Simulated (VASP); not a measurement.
Here is a VASP 6.6.1 calculation.

INCAR

```
PREC     = Accurate       # precision mode
ENCUT    = 600            # plane-wave cutoff, eV
EDIFF    = 1E-6           # SCF threshold, eV
ISMEAR   = -1             # smearing method
SIGMA    = 0.05           # smearing width, eV
LREAL    = F              # projectors in reciprocal space
LASPH    = T              # aspherical terms in the spheres
NELM     = 150            # most SCF steps
ALGO     = Normal         # electronic algorithm
ISIF     = 3              # what is computed and relaxed
LWAVE    = F              # write WAVECAR
LCHARG   = F              # write CHGCAR
ISPIN    = 2              # spin polarisation
MAGMOM   = 2.5            # initial moments
LORBIT   = 11             # projections on sites
LMAXMIX  = 4              # l up to which the mixer works
GGA      = PE             # functional
IBRION   = 2              # ionic algorithm
NSW      = 60             # ionic steps
EDIFFG   = -0.005         # ionic threshold
PSTRESS  = 190.0
```

File KPOINTS:

```
Automatic mesh
0
Gamma
  19 19 19
```

Contents of POSCAR:

```
Fe
1.0
   -1.3783355342      1.3783355342      1.3783355342
    1.3783355342     -1.3783355342      1.3783355342
    1.3783355342      1.3783355342     -1.3783355342
Fe
1
Direct
    0.0000000000      0.0000000000      0.0000000000
```

Potentials or basis: VASP PAW PBE potentials, release 64 (Fe).

Command:

```sh
$ cat potpaw_PBE.64/Fe/POTCAR > POTCAR
$ mpirun -np 1 vasp_std > vasp.out
```

Problem. Estimate the band gap on the k mesh.

Solution. Zero (filled and empty bands overlap).

Problem. Predict the relaxed volume.

Solution. 10.44 Å³/atom.

Problem. Predict the net moment.

Solution. 2.04 μB per cell.

Problem. What does it give for the space group after relaxing (to 0.1 Å)?

Solution. Im-3m (No. 229).

Step by step:
```tsv
step	energy change (eV)	largest force (eV/Å)	pressure (GPa)	volume (Å³)
1	0.0000	0.0000	18.14	10.47
2	0.0102	0.0000	20.41	10.39
3	0.0034	0.0000	19.04	10.44
```

Caveat: the cell is relaxed towards a set pressure, so the run minimises the enthalpy, not the energy.
